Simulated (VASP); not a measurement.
A run of VASP 6.6.1:

INCAR

```
SYSTEM = H
  ALGO = Normal
  EDIFF = 1E-6
  ENCUT = 520
  GGA = PE
  ISIF = 2
  ISMEAR = -1
  LASPH = .TRUE.
  LCHARG = .TRUE.
  LELF = .TRUE.
  LREAL = Auto
  LVHAR = .TRUE.
  LWAVE = .FALSE.
  NBANDS = 30
  NELM = 80
  PREC = Accurate
  SIGMA = 0.002
```

File KPOINTS:

```
k-points
0
G
  1 1 1
  0 0 0
```

File POSCAR:

```
H
1.0
    7.1137870000      0.0000000000      0.0000000000
    0.0000000000      7.1137870000      0.0000000000
    0.0000000000      0.0000000000      7.1137870000
H
24
Direct
    0.6871445547      1.0119504562      0.4359422063
    0.7223578665      0.9992286809      0.5244323452
    0.6622070636      0.3994918600      0.6493868877
    0.7479982181      0.4378821013      0.7014829092
    0.1979676929      0.3097928009      0.0070426624
    0.1874388423      0.4021767871     -0.0444629562
    0.6071168563      0.5703994230      1.1058947927
    0.6027169495      0.4727018113      1.0383780116
    0.9221951683      0.6195434302      0.8663880434
    0.8754408868      0.6976452908      0.9113992308
    0.4111734017      0.3308786164      0.3604690441
    0.4642393707      0.2500777715      0.3286716344
    0.4445030474      0.9462611124     -0.2434287110
    0.3862359106      1.0141012094     -0.3071500454
    0.5432830643      0.6581164153      0.4832025474
    0.4753023952      0.6333335536      0.4101893970
    0.6824353892      1.0867067007      0.1485847130
    0.5971784086      1.1335874971      0.1055555923
    0.0816723919      0.2246061064      0.5063547728
    0.0866767588      0.3167651773      0.5627241861
    1.0548952337      1.0472902829      0.1181086811
    1.1000610505      0.9504079894      0.0916389540
   -0.1363830545      0.5409495674      0.2527908131
   -0.0496219524      0.5452510737      0.2008072494
```

Potentials or basis: VASP PAW PBE potentials, release 64 (H).

Launch:

```console
$ cat potpaw_PBE.64/H/POTCAR > POTCAR
$ mpirun -np 1 vasp_gam > vasp.out
```

Hardware: 1 thread of Intel(R) Xeon(R) 6975P-C (Granite Rapids), on a shared host.

Question: Estimate the wall time of this run.

Answer: Wall time 23 s on 1 thread of Intel(R) Xeon(R) 6975P-C (Granite Rapids) (shared host), peak memory 0.37 GiB. Counts: scf iterations 15, k points 1.
